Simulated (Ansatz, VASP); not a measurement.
**C: VASP beside Ansatz**

Contents of INCAR:

```
SYSTEM = C
PREC = Accurate
ENCUT = 520
EDIFF = 1E-8
ISMEAR = -1
SIGMA = 0.05
LREAL = .FALSE.
LASPH = .TRUE.
NELM = 120
ALGO = Normal
ISIF = 2
LWAVE = .FALSE.
LCHARG = .FALSE.
GGA = CA
LEFG = .TRUE.
NBANDS = 11
GGA_COMPAT = .FALSE.
```

Contents of KPOINTS:

```
Automatic mesh
0
G
  13 13 13
  0 0 0
```

Contents of POSCAR:

```
C
1.0
    0.0000000000      1.7857835700      1.7857835700
    1.7857835700      0.0000000000      1.7857835700
    1.7857835700      1.7857835700      0.0000000000
C
2
Direct
    0.0000000000      0.0000000000      0.0000000000
    0.2500000000      0.2500000000      0.2500000000
```

Input for Ansatz:

```yaml
crystal:
  lattice:
    - [0.0, 1.78578357, 1.78578357]
    - [1.78578357, 0.0, 1.78578357]
    - [1.78578357, 1.78578357, 0.0]
  atoms:
    - { symbol: C, position: [0.0, 0.0, 0.0] }
    - { symbol: C, position: [0.25, 0.25, 0.25] }
kpoints:
  mp_grid: { grid: [13, 13, 13] }
  band_path:
    path:
      - [0.0, 0.0, 0.0]
      - [0.5, 0.0, 0.5]
      - [0.625, 0.25, 0.625]
      - [0.375, 0.375, 0.75]
      - [0.0, 0.0, 0.0]
      - [0.5, 0.5, 0.5]
      - [0.5, 0.25, 0.75]
      - [0.5, 0.0, 0.5]
    npoints: 5
scf:
  occupations: { method: fermi_dirac, width: 0.05 }
hamiltonian:
  xc: lda
  pseudopotentials: { kind: paw }
output:
  forces: true
  stress: true
  eigenvalues: true
  efg: { contact_densities: true }
```

Alike in both runs: task electric field gradients; functional LDA; k mesh 13 × 13 × 13; occupations fermi-dirac, width 0.05 eV; no spin polarisation.

|  | VASP | Ansatz |
| --- | --- | --- |
| version | VASP 6.6.1 | Ansatz 0.2.0 |
| potentials or method | VASP PAW LDA potentials, release 64 (C) | PAW with Ansatz's default frozen-core files, scalar-relativistic |
| plane-wave cutoff (eV) | 520 | 420 |
| valence electrons in the cell | 8 | 8 |

|  | VASP | Ansatz | Ansatz less VASP |
| --- | --- | --- | --- |
| gap on the k mesh at the Fermi level (eV) | 4.10 | 4.10 | +0.005 |
| pressure (GPa) | -13.3 | -14.8 | -1.44 |

LDA's correlation is that of Perdew and Zunger in VASP and of Perdew and Wang (1992) in Ansatz.
